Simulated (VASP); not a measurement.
# Si (Fd-3m) in VASP: a series of runs, part 2 of 2

VASP 6.6.1. The steps go on from the part before.

### 3 Relaxation of cell and atoms, PBEsol, target pressure 69 GPa, at which the enthalpy is minimised

This run uses another cell than the first one, of 14.00 Å³/atom, 1.272 times its volume.

The input, INCAR:

```
SYSTEM = Si
  ALGO = Normal
  EDIFF = 1E-6
  EDIFFG = -0.005
  ENCUT = 600
  GGA = PS
  IBRION = 2
  ISIF = 3
  ISMEAR = -1
  LASPH = .True.
  LCHARG = .False.
  LREAL = .False.
  LWAVE = .False.
  NELM = 60
  NSW = 32
  PREC = Accurate
  PSTRESS = 690.0
  SIGMA = 0.05
```

The input, KPOINTS:

```
k-points
0
Gamma
  14 14 14
  0 0 0
```

The input, POSCAR:

```
Si
1.0
    0.0000000000      2.4102513609      2.4102513609
    2.4102513609      0.0000000000      2.4102513609
    2.4102513609      2.4102513609      0.0000000000
Si
2
Direct
   -0.1250000000     -0.1250000000     -0.1250000000
    0.1250000000      0.1250000000      0.1250000000
```

Potentials or basis: VASP PAW PBE potentials, release 64 (Si).

Run with:

```console
$ cat potpaw_PBE.64/Si/POTCAR > POTCAR
$ mpirun -np 1 vasp_std > vasp.out
```

OUTCAR:

```text
SYSTEM = Si
   EDIFF = 1E-6
   EDIFFG = -0.005
   ENCUT = 600
   GGA = PS
   IBRION = 2
   ISIF = 3
   ISMEAR = -1
   LASPH = .True.
   LREAL = .False.
   NELM = 60
   NSW = 32
   PREC = Accurate
   PSTRESS = 690.0

 ion  position               nearest neighbor table
   1  0.875  0.875  0.875-   2 2.09   2 2.09   2 2.09   2 2.09
   2  0.125  0.125  0.125-   1 2.09   1 2.09   1 2.09   1 2.09

  LATTYP: Found a face centered cubic cell.
 ALAT       =     4.8205027218

  Lattice vectors:

 A1 = (   0.0000000000,   2.4102513609,   2.4102513609)
 A2 = (   2.4102513609,   0.0000000000,   2.4102513609)
 A3 = (   2.4102513609,   2.4102513609,   0.0000000000)

Analysis of symmetry for initial positions (statically):
=====================================================================
 Subroutine PRICEL returns:
 Original cell was already a primitive cell.

 Routine SETGRP: Setting up the symmetry group for a
 face centered cubic supercell.

 Subroutine GETGRP returns: Found 48 space group operations
 (whereof 12 operations were pure point group operations)
 out of a pool of 48 trial point group operations.

The static configuration has the point symmetry D_3d.
[... 168 lines left out ...]
  Direction    XX          YY          ZZ          XY          YZ          ZX
  --------------------------------------------------------------------------------------
  -------------------------------------------------------------------------------------
  Total       12.1297123     12.1297123     12.1297123     -0.0000000      0.0000000     -0.0000000
  in kB      693.9754024    693.9754024    693.9754024     -0.0000000      0.0000000     -0.0000000
  external PRESSURE =       3.9754024 kB  Pullay stress =     690.0000000 kB
[... 63 lines left out ...]
--------------------------------------- Ionic step        3  -------------------------------------------

 number of electron       8.0000000 magnetization

 Free energy of the ion-electron system (eV)
  ---------------------------------------------------
  ext. energy  EPLUGINS =         0.00000000
  ---------------------------------------------------
  free energy    TOTEN  =        -9.54795466 eV

  energy without entropy =       -9.54587426  energy(sigma->0) =       -9.54691446

 E-fermi :   9.8094     XC(G=0): -10.9879

 val. band max:        9.7656425839   @ k =   0.5000   0.4286   0.0000
 cond. band min:       9.8593268866   @ k =   0.3571   0.3571   0.0000
 fundamental gap:      0.0936843027
 Fermi energy:         9.8093859388

 k-point     1 :       0.0000    0.0000    0.0000
  band No.  band energies     occupation
      1      -4.8188      2.00000
      2      10.0310      0.02349
      3      10.0310      0.02349
      4      10.0310      0.02349
      5      12.6095      0.00000
      6      12.6095      0.00000
      7      12.6095      0.00000
      8      17.7809      0.00000
[... 243 lines left out ...]
 k-point    24 :       0.2857    0.1429    0.0000
  band No.  band energies     occupation
      1      -3.5168      2.00000
      2       5.5847      2.00000
      3       7.8902      2.00000
      4       8.1408      2.00000
      5      11.8998      0.00000
      6      14.0731      0.00000
      7      15.2797      0.00000
      8      15.3980      0.00000

 [... further k-points ...]
[... 5 lines left out ...]
  --------------------------------------------------------------------------------------
  -------------------------------------------------------------------------------------
  Total       12.0755316     12.0755316     12.0755316     -0.0000000      0.0000000      0.0000000
  in kB      690.0494589    690.0494589    690.0494589     -0.0000000      0.0000000      0.0000000
  external PRESSURE =       0.0494589 kB  Pullay stress =     690.0000000 kB
[... 21 lines left out ...]
  energy  without entropy=       -9.5458742643  energy(sigma->0) =       -9.54691446

  enthalpy is  TOTEN    =         2.5267114749 eV   P V=       12.0746661321

 reached required accuracy - stopping structural energy minimisation
```

Wall time 64 s (1 thread of Intel Xeon Platinum 8259CL at 2.50GHz (Skylake/Cascade Lake), shared host); peak memory 0.16 GiB.

What came out:

```
Free energy                                            : -9.5480 eV
Relaxed volume                                         : 14.02 Å³/atom
Relaxed cell                                           : a = 3.410 Å, b = 3.410 Å, c = 3.410 Å, α = 60.00°, β = 60.00°, γ = 60.00°
Space group after relaxing (to 0.05 Å)                 : Fd-3m (No. 227)
Energy change on relaxing (the enthalpy is what falls) : -7.2 meV/atom
Ionic steps                                            : 3
Pressure after relaxing                                : 69.0 GPa
Band gap on the k mesh                                 : zero (band 4 reaches 10.03 eV, above the bottom of band 5 at 9.64 eV)
```

Step by step:
```csv
step,energy change (eV),largest force (eV/Å),pressure (GPa),volume (Å³)
1,0.0000,0.0000,69.40,28.00
2,-0.0604,0.0000,67.78,28.14
3,-0.0145,0.0000,69.00,28.04
```

Final structure:
```cif
data_structure
_symmetry_space_group_name_H-M 'P 1'
_symmetry_Int_Tables_number 1
_cell_length_a 3.4100
_cell_length_b 3.4100
_cell_length_c 3.4100
_cell_angle_alpha 60.000
_cell_angle_beta 60.000
_cell_angle_gamma 60.000
_cell_volume 28.04
loop_
_atom_site_label
_atom_site_type_symbol
_atom_site_fract_x
_atom_site_fract_y
_atom_site_fract_z
_atom_site_occupancy
Si1 Si 0.87500 0.87500 0.87500 1
Si2 Si 0.12500 0.12500 0.12500 1
```

Caveat: the cell is relaxed towards a set pressure, so the enthalpy falls and the energy may rise; the PAW data sets were made with another functional, which shifts forces and pressure a little.
